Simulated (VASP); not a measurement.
Wanted: the native input for a VASP 6.6.1 run.

- Task: relaxation of cell and atoms
- Functional: PBEsol
- Potentials or basis: VASP PAW PBE potentials, release 64 (Ga_d, As)
- Cutoff: 600 eV
- k mesh: 8 × 8 × 8
- Occupations: gaussian, width 0.01 eV
- Spin: no spin polarisation
- Target pressure: 1 GPa
- Dipole correction: no
- Further INCAR settings: ALGO = Normal; EDIFF = 1e-06; IBRION = 2; EDIFFG = -0.002; NSW = 100; ISIF = 3

The structure of GaAs lies in POSCAR:

```
GaAs
1.0
    0.0000000000      2.8291964418      2.8291964418
    2.8291964418      0.0000000000      2.8291964418
    2.8291964418      2.8291964418      0.0000000000
Ga As
1 1
Direct
    0.0000000000      0.0000000000      0.0000000000
    0.7500000000      0.7500000000      0.7500000000
```

These files were run (other wordings do the same):

INCAR

```
SYSTEM = GaAs
PREC     = Accurate       ! precision mode
ENCUT    = 600            ! plane-wave cutoff, eV
EDIFF    = 1E-6           ! SCF threshold, eV
ISMEAR   = 0              ! smearing method
SIGMA    = 0.01           ! smearing width, eV
LREAL    = .False.        ! projectors in reciprocal space
LASPH    = .True.         ! aspherical terms in the spheres
NELM     = 80             ! most SCF steps
ALGO     = Normal         ! electronic algorithm
ISIF     = 3              ! what is computed and relaxed
LWAVE    = .False.        ! write WAVECAR
LCHARG   = .False.        ! write CHGCAR
GGA      = PS             ! functional
IBRION   = 2              ! ionic algorithm
NSW      = 100            ! ionic steps
EDIFFG   = -0.002         ! ionic threshold
PSTRESS  = 10.0
```

KPOINTS

```
Automatic mesh
0
Gamma
  8 8 8
  0 0 0
```

Potentials or basis: VASP PAW PBE potentials, release 64 (Ga_d, As).

Launch:

```bash
$ cat potpaw_PBE.64/Ga_d/POTCAR potpaw_PBE.64/As/POTCAR > POTCAR
$ mpirun -np 1 vasp_std > vasp.out
```

Results of the run:

The relaxed volume is 22.37 Å³/atom. The relaxed cell is a = 3.985 Å, b = 3.985 Å, c = 3.985 Å, α = 60.00°, β = 60.00°, γ = 60.00° and the space group after relaxing (to 0.05 Å) is F-43m (No. 216). The energy change on relaxing (the enthalpy is what falls) is +1.0 meV/atom and the ionic steps are 6. The pressure after relaxing is 1.0 GPa and the band gap on the k mesh is 0.53 eV, direct.

Caveat: the cell is relaxed towards a set pressure, so the enthalpy falls and the energy may rise; the PAW data sets were made with another functional, which shifts forces and pressure a little.

Wall time 30 s on 1 thread of AMD EPYC 9R45 96-Core Processor (Zen 5) (shared host), peak memory 0.17 GiB.
